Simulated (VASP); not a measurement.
# P in VASP: settings compared, part 2 of 2

VASP 6.6.1. The steps go on from the part before.

### 5 Single point, PBE

Input file INCAR:

```
  PREC = Accurate
  ENCUT = 520
  EDIFF = 1E-6
  ISMEAR = -1
  SIGMA = 0.05
  LREAL = False
  LASPH = True
  NELM = 100
  ALGO = Normal
  ISIF = 2
  LWAVE = False
  LCHARG = False
  GGA = PE
  NBANDS = 18
```

Input file KPOINTS:

```
regular mesh
0
Gamma
  7 7 5
```

Input file POSCAR:

```
P
1.0
    1.6477431241     -5.4650377251      0.0000000000
    1.6477431241      5.4650377251      0.0000000000
    0.0000000000      0.0000000000      4.5436355900
P
4
Direct
    0.9041431300      0.0958568700      0.5888151700
    0.0958568700      0.9041431300      0.4111848300
    0.5958568700      0.4041431300      0.0888151700
    0.4041431300      0.5958568700      0.9111848300
```

Potentials or basis: VASP PAW PBE potentials, release 64 (P).

On the command line:

```bash
> cat potpaw_PBE.64/P/POTCAR > POTCAR
> mpirun -np 1 vasp_std > vasp.out
```

OUTCAR:

```text
PREC = Accurate
   ENCUT = 520
   EDIFF = 1E-6
   ISMEAR = -1
   LREAL = False
   LASPH = True
   NELM = 100
   ISIF = 2
   GGA = PE

 ion  position               nearest neighbor table
   1  0.904  0.096  0.589-   4 2.20   4 2.20   2 2.25
   2  0.096  0.904  0.411-   3 2.20   3 2.20   1 2.25
   3  0.596  0.404  0.089-   2 2.20   2 2.20   4 2.25
   4  0.404  0.596  0.911-   1 2.20   1 2.20   3 2.25

  LATTYP: Found a base centered orthorhombic cell.
 ALAT       =     3.2954862482
 B/A-ratio  =     3.3166806435
 C/A-ratio  =     1.3787451222

  Lattice vectors:

 A1 = (   1.6477431241,  -5.4650377251,   0.0000000000)
 A2 = (   1.6477431241,   5.4650377251,   0.0000000000)
 A3 = (   0.0000000000,   0.0000000000,   4.5436355900)

Analysis of symmetry for initial positions (statically):
=====================================================================
 Subroutine PRICEL returns:
 Original cell was already a primitive cell.

 Routine SETGRP: Setting up the symmetry group for a
 base centered orthorhombic supercell.

 Subroutine GETGRP returns: Found  8 space group operations
 (whereof  4 operations were pure point group operations)
 out of a pool of  8 trial point group operations.

The static configuration has the point symmetry C_2h.
 The point group associated with its full space group is D_2h.

Analysis of symmetry for dynamics (positions and initial velocities):
=====================================================================
 Subroutine PRICEL returns:
 Original cell was already a primitive cell.

 Routine SETGRP: Setting up the symmetry group for a
 base centered orthorhombic supercell.

 Subroutine GETGRP returns: Found  8 space group operations
 (whereof  4 operations were pure point group operations)
 out of a pool of  8 trial point group operations.

The dynamic configuration has the point symmetry C_2h.
 The point group associated with its full space group is D_2h.

 Subroutine INISYM returns: Found  8 space group operations
 (whereof  4 operations are pure point group operations),
 and found     1 'primitive' translations

----------------------------------------------------------------------------------------

                                     Primitive cell

  volume of cell :      81.8307

  direct lattice vectors                    reciprocal lattice vectors
     1.647743124 -5.465037725  0.000000000     0.303445357 -0.091490677  0.000000000
     1.647743124  5.465037725  0.000000000     0.303445357  0.091490677  0.000000000
     0.000000000  0.000000000  4.543635590     0.000000000  0.000000000  0.220088073

  length of vectors
     5.708037731  5.708037731  4.543635590     0.316937894  0.316937894  0.220088073

  position of ions in fractional coordinates (direct lattice)
     0.904143130  0.095856870  0.588815170
     0.095856870  0.904143130  0.411184830
     0.595856870  0.404143130  0.088815170
     0.404143130  0.595856870  0.911184830

  ion indices of the primitive-cell ions
   primitive index   ion index
                 1           1
                 2           2
                 3           3
[... 21 lines left out ...]
     0.000000000  0.000000000  0.000000000

 Subroutine IBZKPT returns following result:
 ===========================================

 Found     48 irreducible k-points:

 Following reciprocal coordinates:
            Coordinates               Weight
  0.000000  0.000000  0.000000      1.000000
  0.142857  0.000000  0.000000      4.000000
  0.285714  0.000000  0.000000      4.000000
  0.428571  0.000000  0.000000      4.000000
  0.142857  0.142857  0.000000      2.000000
  0.285714  0.142857  0.000000      4.000000
[... 16 lines left out ...]
  0.428571  0.142857  0.200000      8.000000
 -0.428571  0.142857  0.200000      8.000000
 [... further k-points ...]
   k-points           NKPTS =     48   k-points in BZ     NKDIM =     48   number of bands    NBANDS=     18
   number of dos      NEDOS =    301   number of ions     NIONS =      4
   total plane-waves  NPLWV =  63504
   dimension x,y,z NGX =    42 NGY =   42 NGZ =   36
   dimension x,y,z NGXF=    84 NGYF=   84 NGZF=   72
   ions per type =               4
   NGX,Y,Z   is equivalent  to a cutoff of  12.23, 12.23, 13.17 a.u.
   NGXF,Y,Z  is equivalent  to a cutoff of  24.46, 24.46, 26.34 a.u.
 SYSTEM =  unknown system
   PREC   = accura    normal or accurate (medium, high low for compatibility)
   ISTART =      0    job   : 0-new  1-cont  2-samecut
   ICHARG =      2    charge: 1-file 2-atom 10-const
   ISPIN  =      1    spin polarized calculation?
   LNONCOLLINEAR =      F non collinear calculations
   LSORBIT =      F    spin-orbit coupling
   LASPH  =      T    aspherical Exc in radial PAW
   ENCUT  =  520.0 eV  38.22 Ry    6.18 a.u.  10.61 10.61  8.45*2*pi/ulx,y,z
   NELM   =    100;   NELMIN=  2; NELMDL= -5     # of ELM steps
   EDIFF  = 0.1E-05   stopping-criterion for ELM
   LREAL  =      F    real-space projection
   EDIFFG = 0.1E-04   stopping-criterion for IOM
   NSW    =      0    number of steps for IOM
   IBRION =     -1    ionic relax: 0-MD 1-quasi-New 2-CG
   NFREE  =      0    steps in history (QN), initial steepest desc. (CG)
   ISIF   =      2    stress and relaxation
   ISYM   =      2    0-nonsym 1-usesym 2-fastsym
   POTIM  = 0.5000    time-step for ionic-motion
   TEBEG  =    0.0;   TEEND  =   0.0 temperature during run
   PSTRESS=    0.0 pullay stress
   NELECT =      20.0000    total number of electrons
   NUPDOWN=      -1.0000    fix difference up-down
   EMIN   =  10.00;   EMAX   =-10.00  energy-range for DOS
   EFERMI =   0.00;   METHOD = LEGACY
   ISMEAR =    -1;   SIGMA  =   0.05  broadening in eV -4-tet -1-fermi 0-gaus
   EFERMI_NEDOS =   21; number of points for ismear=-14 and -15
   IALGO  =     38    algorithm
   IMIX   =      4    mixing-type and parameters
     AMIX     =   0.40;   BMIX     =  1.00
     AMIX_MAG =   1.60;   BMIX_MAG =  1.00
  volume/ion in A,a.u.               =      20.46       138.06
  Fermi-wavevector in a.u.,A,eV,Ry     =   1.023559  1.934246 14.254450  1.047673
  Thomas-Fermi vector in A             =   2.157299
   LORBIT       =      0    0 simple, 1 ext, 2 COOP (PROOUT), +10 PAW based schemes
   GGA     = PE    functional components
   LHFCALC =     F    Hartree Fock is set to
   AEXX    =    0.0000 exact exchange contribution
   IVDW    =     0    specifies the selected vdW correction
   LEPSILON=     F    determine dielectric tensor
   LRPA    =     F    only Hartree local field effects (RPA)
 non-spin polarized calculation
  energy-cutoff  :      520.00
  volume of cell :       81.83
 maximum number of plane-waves:      2217
   NGX = 21   NGY = 21   NGZ = 17

 number of electron      20.0000004 magnetization

 Free energy of the ion-electron system (eV)
  ---------------------------------------------------
  ext. energy  EPLUGINS =         0.00000000
  ---------------------------------------------------
  free energy    TOTEN  =       -21.48639284 eV

  energy without entropy =      -21.48586899  energy(sigma->0) =      -21.48613092

 E-fermi :   5.9462     XC(G=0):  -9.4247

 val. band max:        5.8175557130   @ k =  -0.4286   0.4286   0.0000
 cond. band min:       6.1160229004   @ k =  -0.4286   0.4286   0.0000
 fundamental gap:      0.2984671874
 Fermi energy:         5.9462111645

 k-point     1 :       0.0000    0.0000    0.0000
  band No.  band energies     occupation
      1      -9.9422      2.00000
      2      -7.1971      2.00000
      3      -3.9248      2.00000
      4      -0.9002      2.00000
      5       0.9133      2.00000
      6       0.9777      2.00000
[... 481 lines left out ...]
      5      -0.6737      2.00000
      6       0.1952      2.00000
[... 10 lines left out ...]
     17      11.9777      0.00000
     18      12.4985      0.00000

 [... further k-points ...]

------------------------ aborting loop because EDIFF is reached ----------------------------------------

  FORCE on cell =-STRESS in cart. coord.  units (eV):
  Direction    XX          YY          ZZ          XY          YZ          ZX
  --------------------------------------------------------------------------------------
  -------------------------------------------------------------------------------------
  Total        0.8488777      0.7876936      0.9500200      0.0000000      0.0000000      0.0000000
  in kB       16.6203259     15.4223912     18.6006094      0.0000000      0.0000000      0.0000000
  external PRESSURE =      16.8811088 kB  Pullay stress =       0.0000000 kB

 VOLUME and BASIS-vectors are now :
 -----------------------------------------------------------------------------
  energy-cutoff  :      520.00
  volume of cell :       81.83
      direct lattice vectors                 reciprocal lattice vectors
     1.647743124 -5.465037725  0.000000000     0.303445357 -0.091490677  0.000000000
     1.647743124  5.465037725  0.000000000     0.303445357  0.091490677  0.000000000
     0.000000000  0.000000000  4.543635590     0.000000000  0.000000000  0.220088073

 POSITION                                       TOTAL-FORCE (eV/Angst)
 -----------------------------------------------------------------------------------
      1.64774     -4.41731      2.67536         0.000000      0.118415     -0.261018
      1.64774      4.41731      1.86827         0.000000     -0.118415      0.261018
      1.64774     -1.04772      0.40354         0.000000     -0.118415     -0.261018
      1.64774      1.04772      4.14009         0.000000      0.118415      0.261018
 -----------------------------------------------------------------------------------
    total drift:                               -0.000000     -0.000000     -0.000000

  FREE ENERGIE OF THE ION-ELECTRON SYSTEM (eV)
  ---------------------------------------------------
  free  energy   TOTEN  =       -21.4863928410 eV

  energy  without entropy=      -21.4858689903  energy(sigma->0) =      -21.48613092
```

OSZICAR:

```text
N       E                     dE             d eps       ncg     rms          rms(c)
DAV:   1     0.628500643651E+02    0.62850E+02   -0.82932E+03  1728   0.939E+02
DAV:   2    -0.175032180768E+02   -0.80353E+02   -0.76891E+02  2318   0.156E+02
DAV:   3    -0.216115722420E+02   -0.41084E+01   -0.40791E+01  2318   0.355E+01
DAV:   4    -0.216573597470E+02   -0.45788E-01   -0.45753E-01  2240   0.444E+00
DAV:   5    -0.216582579651E+02   -0.89822E-03   -0.89813E-03  2296   0.598E-01    0.104E+01
DAV:   6    -0.215360044134E+02    0.12225E+00   -0.65348E-02  2058   0.131E+00    0.619E+00
DAV:   7    -0.214860950350E+02    0.49909E-01   -0.11774E-01  2106   0.180E+00    0.293E-01
DAV:   8    -0.214862408539E+02   -0.14582E-03   -0.11765E-02  1994   0.610E-01    0.142E-01
DAV:   9    -0.214863404710E+02   -0.99617E-04   -0.45436E-04  2292   0.127E-01    0.786E-02
DAV:  10    -0.214863795154E+02   -0.39044E-04   -0.60287E-05  2140   0.416E-02    0.332E-02
DAV:  11    -0.214863923170E+02   -0.12802E-04   -0.17008E-05  2034   0.273E-02    0.104E-02
DAV:  12    -0.214863928410E+02   -0.52402E-06   -0.50956E-07  1346   0.431E-03
   1 F= -.21486393E+02 E0= -.21486131E+02  d E =-.523851E-03
```

Wall time 3 min (1 thread of Intel Xeon 8259CL, shared host); peak memory 0.24 GiB.

Results:

```yaml
Free_energy: -21.4864 eV
Pressure: 1.7 GPa
Largest_force: 0.287 eV/Å
Band_gap_on_the_k_mesh: 0.30 eV
```

Forces on the atoms (eV/Å):
```
P    0.000  0.118 -0.261
P    0.000 -0.118  0.261
P    0.000 -0.118 -0.261
P    0.000  0.118  0.261
```

Stress tensor (GPa, compression positive):
```
1.66 0.00 0.00
0.00 1.54 0.00
0.00 0.00 1.86
```

Levels at points of the mesh, in eV from the valence-band top:
```
           k point  band 6  band 7  band 8  band 9  band 10  band 11  band 12  band 13  band 14  band 15
(0.00, 0.00, 0.00)   -4.84   -4.01   -2.73   -2.52    -1.16     0.63     1.07     1.95     2.87     5.44
```

Caveat: semilocal functionals underestimate gaps, and a narrow one can read as zero.

### 6 Single point, PBE

Input file INCAR:

```
SYSTEM = P
ALGO = Normal
EDIFF = 1E-7
ENCUT = 520
GGA = PE
ISIF = 2
ISMEAR = -1
LASPH = .TRUE.
LCHARG = .FALSE.
LREAL = .FALSE.
LWAVE = .FALSE.
NBANDS = 18
NELM = 60
PREC = Accurate
SIGMA = 0.05
```

Input file KPOINTS:

```
k-points
0
G
  7 7 5
  0 0 0
```

POSCAR, as its differences from that of step 5:

```diff
@@ -2,4 +2,4 @@
 1.0
-    1.6477431241     -5.4650377251      0.0000000000
-    1.6477431241      5.4650377251      0.0000000000
+    1.7023935014     -5.4815151563      0.0000000000
+    1.5930927468      5.4485602939      0.0000000000
     0.0000000000      0.0000000000      4.5436355900
```

Potentials or basis: VASP PAW PBE potentials, release 64 (P).

On the command line:

```bash
> cat potpaw_PBE.64/P/POTCAR > POTCAR
> mpirun -np 1 vasp_std > vasp.out
```

OUTCAR:

```text
SYSTEM = P
   EDIFF = 1E-7
   ENCUT = 520
   GGA = PE
   ISIF = 2
   ISMEAR = -1
   LASPH = .TRUE.
   LREAL = .FALSE.
   NELM = 60
   PREC = Accurate

 ion  position               nearest neighbor table
   1  0.904  0.096  0.589-   4 2.20   4 2.20   2 2.25
   2  0.096  0.904  0.411-   3 2.20   3 2.20   1 2.25
   3  0.596  0.404  0.089-   2 2.20   2 2.20   4 2.25
   4  0.404  0.596  0.911-   1 2.20   1 2.20   3 2.25

  Warning from LATTYP: Monoclinic adjustment (A1->A3, A2->A1, A3->A2)!
  Warning from LATTYP: Got some problem with cell dimensions!
  Tried to take original basis but could not verify dimensions!
  LATTYP: Found a simple monoclinic cell.
 ALAT       =     3.2956510184
 B/A-ratio  =     1.3786761901
 C/A-ratio  =     1.7224776145
 COS(beta)  =    -0.2710261695

  Lattice vectors:

 A1 = (   3.2954862482,  -0.0329548624,   0.0000000000)
 A2 = (   0.0000000000,   0.0000000000,   4.5436355900)
 A3 = (  -1.5930927468,  -5.4485602939,   0.0000000000)

Analysis of symmetry for initial positions (statically):
=====================================================================
 Subroutine PRICEL returns:
[... 179 lines left out ...]
 val. band max:        5.8239768072   @ k =  -0.4286   0.4286   0.0000
 cond. band min:       6.1180098876   @ k =  -0.4286   0.4286   0.0000
 fundamental gap:      0.2940330803
 Fermi energy:         5.9465884359

 k-point     1 :       0.0000    0.0000    0.0000
  band No.  band energies     occupation
      1      -9.9411      2.00000
      2      -7.1950      2.00000
      3      -3.9234      2.00000
      4      -0.8984      2.00000
      5       0.9132      2.00000
      6       0.9788      2.00000
[... 481 lines left out ...]
      5       0.2095      2.00000
      6       0.6571      2.00000
[... 10 lines left out ...]
     17      11.2223      0.00000
     18      11.6752      0.00000

 [... further k-points ...]

------------------------ aborting loop because EDIFF is reached ----------------------------------------

  FORCE on cell =-STRESS in cart. coord.  units (eV):
  Direction    XX          YY          ZZ          XY          YZ          ZX
  --------------------------------------------------------------------------------------
  -------------------------------------------------------------------------------------
  Total        0.8440795      0.7950116      0.9539944      0.4308391      0.0000000      0.0000000
  in kB       16.5280341     15.5672292     18.6802922      8.4363180      0.0000000      0.0000000
  external PRESSURE =      16.9251851 kB  Pullay stress =       0.0000000 kB

 VOLUME and BASIS-vectors are now :
 -----------------------------------------------------------------------------
  energy-cutoff  :      520.00
  volume of cell :       81.82
      direct lattice vectors                 reciprocal lattice vectors
     1.702393501 -5.481515156  0.000000000     0.302560706 -0.088465070  0.000000000
     1.593092747  5.448560294  0.000000000     0.304390703  0.094534584  0.000000000
     0.000000000  0.000000000  4.543635590     0.000000000  0.000000000  0.220088073

 POSITION                                       TOTAL-FORCE (eV/Angst)
 -----------------------------------------------------------------------------------
      1.69192     -4.43379      2.67536         0.084045      0.119046     -0.261357
      1.60357      4.40084      1.86827        -0.084045     -0.119046      0.261357
      1.65822     -1.06420      0.40354        -0.084045     -0.119046     -0.261357
      1.63727      1.03125      4.14009         0.084045      0.119046      0.261357
 -----------------------------------------------------------------------------------
    total drift:                               -0.000000      0.000000     -0.000000

  FREE ENERGIE OF THE ION-ELECTRON SYSTEM (eV)
  ---------------------------------------------------
  free  energy   TOTEN  =       -21.4819946228 eV

  energy  without entropy=      -21.4814283309  energy(sigma->0) =      -21.48171148
```

OSZICAR:

```text
N       E                     dE             d eps       ncg     rms          rms(c)
DAV:   1     0.652998029546E+02    0.65300E+02   -0.83656E+03  2700   0.943E+02
DAV:   2    -0.173468478248E+02   -0.82647E+02   -0.79058E+02  3516   0.155E+02
DAV:   3    -0.216038522501E+02   -0.42570E+01   -0.42198E+01  3630   0.360E+01
DAV:   4    -0.216530176200E+02   -0.49165E-01   -0.49125E-01  3540   0.459E+00
DAV:   5    -0.216539747264E+02   -0.95711E-03   -0.95694E-03  3498   0.613E-01    0.104E+01
DAV:   6    -0.215316201837E+02    0.12235E+00   -0.65121E-02  3234   0.131E+00    0.619E+00
DAV:   7    -0.214817007414E+02    0.49919E-01   -0.11785E-01  3272   0.180E+00    0.294E-01
DAV:   8    -0.214818433670E+02   -0.14263E-03   -0.11793E-02  3074   0.611E-01    0.142E-01
DAV:   9    -0.214819418364E+02   -0.98469E-04   -0.45373E-04  3636   0.127E-01    0.789E-02
DAV:  10    -0.214819814501E+02   -0.39614E-04   -0.61335E-05  3286   0.420E-02    0.333E-02
DAV:  11    -0.214819941570E+02   -0.12707E-04   -0.16915E-05  3222   0.272E-02    0.103E-02
DAV:  12    -0.214819946881E+02   -0.53112E-06   -0.57688E-07  3520   0.438E-03    0.258E-03
DAV:  13    -0.214819946228E+02    0.65259E-07   -0.15605E-07  2508   0.231E-03
   1 F= -.21481995E+02 E0= -.21481711E+02  d E =-.566292E-03
```

stdout:

```text
POSCAR found type information on POSCAR P
 POSCAR found :  1 types and       4 ions
 scaLAPACK will be used
 LDA part: xc-table for (Slater+PW92), standard interpolation
 POSCAR, INCAR and KPOINTS ok, starting setup
 FFT: planning ... GRIDC
 FFT: planning ... GRID_SOFT
 FFT: planning ... GRID
 WAVECAR not read
 entering main loop
```

It took 4.5 min on 1 thread of Intel Xeon 8259CL, shared host; peak memory 0.28 GiB.

Results:

```
Free energy            : -21.4820 eV
Pressure               : 1.7 GPa
Largest force          : 0.299 eV/Å
Band gap on the k mesh : 0.29 eV
```

Forces on the atoms (eV/Å):
```
P    0.084  0.119 -0.261
P   -0.084 -0.119  0.261
P   -0.084 -0.119 -0.261
P    0.084  0.119  0.261
```

Stress tensor (GPa, compression positive):
```
1.65 0.84 0.00
0.84 1.56 0.00
0.00 0.00 1.87
```

Caveat: semilocal functionals underestimate gaps, and a narrow one can read as zero. A k mesh can miss the band edges.

### 7 Overview

| level | cell | k mesh | cutoff (eV) | smearing | grid for exact exchange (PRECFOCK) | share of exact exchange | screening parameter | gap on the mesh (eV) | pressure (GPa) | largest force (eV/Å) |
| --- | --- | --- | --- | --- | --- | --- | --- | --- | --- | --- |
| PBE0 | a = 5.708, b = 5.708, c = 4.544 Å, angles 90.0, 90.0, 146.4°, 4 atoms | 4 × 4 × 3 | 520 | methfessel-paxton 0.05 eV | Normal | 0.25 | - | 1.41 | -0.8 | 0.21 |
| PBE-based screened hybrid with 25 % exact exchange | a = 5.708, b = 5.708, c = 4.544 Å, angles 90.0, 90.0, 146.4°, 4 atoms | 4 × 4 × 3 | 400 | fermi-dirac 0.05 eV | Normal | 0.25 | 0.3 1/Å | 0.55 | -0.3 | 0.18 |
| b88 exchange, pbe correlation | a = 5.708, b = 5.708, c = 4.544 Å, angles 90.0, 90.0, 146.4°, 4 atoms | 8 × 8 × 6 | 500 | fermi-dirac 0.05 eV | - | - | - | 0.12 | 1.8 | 0.30 |
| PBE | a = 5.708, b = 5.708, c = 4.544 Å, angles 90.0, 90.0, 146.4°, 4 atoms | 7 × 7 × 5 | 520 | fermi-dirac 0.05 eV | - | - | - | 0.30 | 1.7 | 0.29 |
| PBE | a = 5.740, b = 5.677, c = 4.544 Å, angles 90.0, 90.0, 146.4°, 4 atoms | 7 × 7 × 5 | 520 | fermi-dirac 0.05 eV | - | - | - | 0.29 | 1.7 | 0.30 |

Alike in all rows: task single point; potentials or basis VASP PAW PBE potentials, release 64 (P); no spin polarisation.

Caveats: some runs use coarse meshes; the PAW data sets were made with another functional, which shifts forces and pressure a little (at least some runs); semilocal functionals underestimate gaps, and a narrow one can read as zero (at least some runs).

Total energies depend on the potentials used, so only differences within one code and one set of settings carry meaning.
